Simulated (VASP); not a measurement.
# BiSb4 (R-3m) in VASP: single point with PBE

Aim: the single point of BiSb4 with PBE.

Program: VASP 6.6.1. These are calculated values, not measurements. Logs are shortened: lines on timing, memory, paths and dates and some standing lists are left out, and cuts for length are marked.

## 1. The cell of the first run

Symmetry: R-3m, No. 166, trigonal system. The conventional cell has a = 4.440 Å, b = 4.440 Å, c = 27.322 Å, α = 90.00°, β = 90.00°, γ = 120.00°. Within 4.1 Å of Sb (site symmetry 3m) lie 3 Sb at 3.11 Å and 3 Bi at 3.19 Å. Sb (site symmetry 3m) has 6 Sb at 3.11 to 3.12 Å within 4.1 Å. Within 4.2 Å of Bi (site symmetry -3m) lie 6 Sb at 3.19 Å.

## 2. Single point, PBE

File INCAR:

```
SYSTEM = BiSb4
PREC = Accurate
ENCUT = 520
EDIFF = 1E-7
ISMEAR = 0
SIGMA = 0.1
LREAL = .FALSE.
LASPH = .TRUE.
NELM = 60
ALGO = Normal
ISIF = 2
LWAVE = .FALSE.
LCHARG = .FALSE.
GGA = PE
NBANDS = 26
```

File KPOINTS:

```
Automatic mesh
0
G
  12 12 12
  0 0 0
```

File POSCAR:

```
BiSb4
1.0
    2.2198502102      1.2816311164      9.1072584282
   -2.2198502102      1.2816311164      9.1072584282
    0.0000000000     -2.5632622328      9.1072584282
Sb Bi
4 1
Direct
    0.4029881796      0.4029881796      0.4029881796
    0.8006980867      0.8006980867      0.8006980867
    0.1993019133      0.1993019133      0.1993019133
    0.5970118204      0.5970118204      0.5970118204
    0.0000000000      0.0000000000      0.0000000000
```

Potentials or basis: VASP PAW PBE potentials, release 64 (Sb, Bi_d).

Started as:

```console
$ cat potpaw_PBE.64/Sb/POTCAR potpaw_PBE.64/Bi_d/POTCAR > POTCAR
$ mpirun -np 1 vasp_std > vasp.out
```

OUTCAR:

```text
SYSTEM = BiSb4
   PREC = Accurate
   ENCUT = 520
   EDIFF = 1E-7
   ISMEAR = 0
   LREAL = .FALSE.
   LASPH = .TRUE.
   NELM = 60
   ISIF = 2
   GGA = PE

 ion  position               nearest neighbor table
   1  0.403  0.403  0.403-   2 3.11   2 3.11   2 3.11   5 3.19   5 3.19   5 3.19
   2  0.801  0.801  0.801-   1 3.11   1 3.11   1 3.11   3 3.12   3 3.12   3 3.12
   3  0.199  0.199  0.199-   4 3.11   4 3.11   4 3.11   2 3.12   2 3.12   2 3.12
   4  0.597  0.597  0.597-   3 3.11   3 3.11   3 3.11   5 3.19   5 3.19   5 3.19
   5  0.000  0.000  0.000-   4 3.19   1 3.19   4 3.19   4 3.19   1 3.19   1 3.19

  LATTYP: Found a trigonal (rhomboedric) cell.
 ALAT       =     9.4611029670
 COS(alpha) =     0.8898983574

  Lattice vectors:

 A1 = (   2.2198502102,   1.2816311164,   9.1072584282)
 A2 = (  -2.2198502102,   1.2816311164,   9.1072584282)
 A3 = (   0.0000000000,  -2.5632622328,   9.1072584282)

Analysis of symmetry for initial positions (statically):
=====================================================================
 Subroutine PRICEL returns:
 Original cell was already a primitive cell.

 Routine SETGRP: Setting up the symmetry group for a
 trigonal (rhombohedral) supercell.

 Subroutine GETGRP returns: Found 12 space group operations
 (whereof 12 operations were pure point group operations)
 out of a pool of 12 trial point group operations.

The static configuration has the point symmetry D_3d.

Analysis of symmetry for dynamics (positions and initial velocities):
=====================================================================
 Subroutine PRICEL returns:
 Original cell was already a primitive cell.

 Routine SETGRP: Setting up the symmetry group for a
 trigonal (rhombohedral) supercell.

 Subroutine GETGRP returns: Found 12 space group operations
 (whereof 12 operations were pure point group operations)
 out of a pool of 12 trial point group operations.

The dynamic configuration has the point symmetry D_3d.

 Subroutine INISYM returns: Found 12 space group operations
 (whereof 12 operations are pure point group operations),
 and found     1 'primitive' translations

----------------------------------------------------------------------------------------

                                     Primitive cell

  volume of cell :     155.4625

  direct lattice vectors                    reciprocal lattice vectors
     2.219850210  1.281631116  9.107258428     0.225240423  0.130042619  0.036600843
[... 95 lines left out ...]
   NSW    =      0    number of steps for IOM
   IBRION =     -1    ionic relax: 0-MD 1-quasi-New 2-CG
   NFREE  =      0    steps in history (QN), initial steepest desc. (CG)
   ISIF   =      2    stress and relaxation
   ISYM   =      2    0-nonsym 1-usesym 2-fastsym
   POTIM  = 0.5000    time-step for ionic-motion
   TEBEG  =    0.0;   TEEND  =   0.0 temperature during run
   PSTRESS=    0.0 pullay stress
   NELECT =      35.0000    total number of electrons
   NUPDOWN=      -1.0000    fix difference up-down
   EMIN   =  10.00;   EMAX   =-10.00  energy-range for DOS
   EFERMI =   0.00;   METHOD = LEGACY
   ISMEAR =     0;   SIGMA  =   0.10  broadening in eV -4-tet -1-fermi 0-gaus
   EFERMI_NEDOS =   21; number of points for ismear=-14 and -15
   IALGO  =     38    algorithm
   IMIX   =      4    mixing-type and parameters
     AMIX     =   0.40;   BMIX     =  1.00
     AMIX_MAG =   1.60;   BMIX_MAG =  1.00
  volume/ion in A,a.u.               =      31.09       209.82
  Fermi-wavevector in a.u.,A,eV,Ry     =   0.995915  1.882007 13.494895  0.991847
  Thomas-Fermi vector in A             =   2.127968
   LORBIT       =      0    0 simple, 1 ext, 2 COOP (PROOUT), +10 PAW based schemes
   GGA     = PE    functional components
   LHFCALC =     F    Hartree Fock is set to
   AEXX    =    0.0000 exact exchange contribution
   IVDW    =     0    specifies the selected vdW correction
   LEPSILON=     F    determine dielectric tensor
   LRPA    =     F    only Hartree local field effects (RPA)
 non-spin polarized calculation
 Gauss-broadening in eV      SIGMA  =   0.10
  energy-cutoff  :      520.00
  volume of cell :      155.46
 maximum number of plane-waves:      4213
   NGX = 35   NGY = 35   NGZ = 35

 number of electron      34.9999997 magnetization

 Free energy of the ion-electron system (eV)
  ---------------------------------------------------
  ext. energy  EPLUGINS =         0.00000000
  ---------------------------------------------------
  free energy    TOTEN  =       -20.19221240 eV

  energy without entropy =      -20.17909998  energy(sigma->0) =      -20.18565619

 E-fermi :   6.8622     XC(G=0):  -9.5885

 val. band max:        6.8567834217   @ k =   0.0833   0.0833   0.0833
 cond. band min:       6.8650554896   @ k =  -0.4167   0.3333   0.0833
 fundamental gap:      0.0082720679
 Fermi energy:         6.8621949505

 k-point     1 :       0.0000    0.0000    0.0000
  band No.  band energies     occupation
      1     -15.9242      2.00000
      2     -15.9242      2.00000
      3     -15.9126      2.00000
      4     -15.9098      2.00000
      5     -15.9098      2.00000
      6      -5.6748      2.00000
[... 685 lines left out ...]
     25      11.4351      0.00000
     26      11.5371      0.00000

 [... further k-points ...]

------------------------ aborting loop because EDIFF is reached ----------------------------------------

  FORCE on cell =-STRESS in cart. coord.  units (eV):
  Direction    XX          YY          ZZ          XY          YZ          ZX
  --------------------------------------------------------------------------------------
  -------------------------------------------------------------------------------------
  Total       -0.0443150     -0.0443150     -0.0376821      0.0000000      0.0000000      0.0000000
  in kB       -0.4567051     -0.4567051     -0.3883473      0.0000000      0.0000000      0.0000000
  external PRESSURE =      -0.4339192 kB  Pullay stress =       0.0000000 kB

 VOLUME and BASIS-vectors are now :
 -----------------------------------------------------------------------------
  energy-cutoff  :      520.00
  volume of cell :      155.46
      direct lattice vectors                 reciprocal lattice vectors
     2.219850210  1.281631116  9.107258428     0.225240423  0.130042619  0.036600843
    -2.219850210  1.281631116  9.107258428    -0.225240423  0.130042619  0.036600843
     0.000000000 -2.563262233  9.107258428     0.000000000 -0.260085238  0.036600843

 POSITION                                       TOTAL-FORCE (eV/Angst)
 -----------------------------------------------------------------------------------
      0.00000      0.00000     11.01035         0.000000      0.000000     -0.002213
      0.00000      0.00000     21.87649         0.000000     -0.000000      0.002939
      0.00000      0.00000      5.44528         0.000000      0.000000     -0.002939
      0.00000      0.00000     16.31142         0.000000      0.000000      0.002213
      0.00000      0.00000      0.00000         0.000000      0.000000     -0.000000
 -----------------------------------------------------------------------------------
    total drift:                                0.000000      0.000000      0.000000

  FREE ENERGIE OF THE ION-ELECTRON SYSTEM (eV)
  ---------------------------------------------------
  free  energy   TOTEN  =       -20.1922124001 eV

  energy  without entropy=      -20.1790999808  energy(sigma->0) =      -20.18565619
```

stdout:

```text
POSCAR found type information on POSCAR SbBi
 POSCAR found :  2 types and       5 ions
 scaLAPACK will be used
 LDA part: xc-table for (Slater+PW92), standard interpolation
 POSCAR, INCAR and KPOINTS ok, starting setup
 FFT: planning ... GRIDC
 FFT: planning ... GRID_SOFT
 FFT: planning ... GRID
 WAVECAR not read
 entering main loop
```

Wall time 69 min (1 thread of Intel Xeon 8259CL, shared host); peak memory 1.1 GiB.

What came out:

* Free energy: -20.1922 eV
* Pressure: 0.0 GPa
* Band gap on the k mesh: zero (an odd number of electrons rules out a gap without spin polarisation)

Forces on the atoms (eV/Å):
```
Sb   0.000  0.000 -0.002
Sb   0.000  0.000  0.003
Sb   0.000  0.000 -0.003
Sb   0.000  0.000  0.002
Bi   0.000  0.000  0.000
```

Caveat: spin-orbit coupling is left out, which moves the levels of the heavy elements; an odd number of electrons without spin polarisation forces a metal; a magnetic or distorted state may lie lower.
